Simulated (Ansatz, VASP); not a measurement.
**C: VASP beside Ansatz**

The input INCAR:

```
ALGO = Normal
EDIFF = 1E-7
ENCUT = 520
GGA = PS
ISIF = 2
ISMEAR = -1
LASPH = True
LCHARG = False
LREAL = False
LWAVE = False
NBANDS = 13
NELM = 60
PREC = Accurate
SIGMA = 0.1
```

Contents of KPOINTS:

```
k-points
0
Gamma
  7 7 27
```

Contents of POSCAR:

```
C
1.0
    6.0754628949      0.0000000001      0.0000000000
   -3.0377314475      5.2615052067      0.0000000000
    0.0000000000      0.0000000000      1.3160799415
C
3
Direct
    1.0000000000      0.0000000000      0.0000000000
    0.3333333333      0.6666666667      0.5000000000
    0.6666666667      0.3333333333      0.5000000000
```

Input for Ansatz:

```yaml
crystal:
  lattice:
    - [6.0754628949, 1.0e-10, 0.0]
    - [-3.0377314475, 5.2615052067, 0.0]
    - [0.0, 0.0, 1.3160799415]
  atoms:
    - { symbol: C, position: [1.0, 0.0, 0.0] }
    - { symbol: C, position: [0.3333333333, 0.6666666667, 0.5] }
    - { symbol: C, position: [0.6666666667, 0.3333333333, 0.5] }
hamiltonian:
  xc: pbesol
  pseudopotentials:
    kind: paw
    azcp:
      C: "pseudopotentials/C.paw.azcp"
basis:
  ecutwfc: 420
  fft_grid_basis: typed
kpoints:
  mp_grid: { grid: [7, 7, 27], shift: [0, 0, 0] }
magnetization:
  spin_polarized: false
scf:
  occupations: { method: fermi_dirac, width: 0.1 }
  lower_state_search: "off"
output:
  stress: true
```

Alike in both runs: task single point; functional PBEsol; k mesh 7 × 7 × 27; occupations fermi-dirac, width 0.1 eV; no spin polarisation.

|  | VASP | Ansatz |
| --- | --- | --- |
| version | VASP 6.6.1 | Ansatz 0.2.0 |
| potentials or method | VASP PAW PBE potentials, release 64 (C), cutoff 520 eV | plane waves (420 eV) with PAW, scalar-relativistic |
| valence electrons in the cell | 12 | 12 |

|  | VASP | Ansatz | Ansatz less VASP |
| --- | --- | --- | --- |
| pressure (GPa) | -11.6 | -11.7 | -0.05 |
| traceless stress, the component that is largest in VASP (GPa) | -24.45 | -24.61 | -0.161 |

VASP's potentials were made for PBE, not for PBEsol, and Ansatz warns of the same on its side. The functional is the same, so the differences come from potentials, cutoffs and numerics.
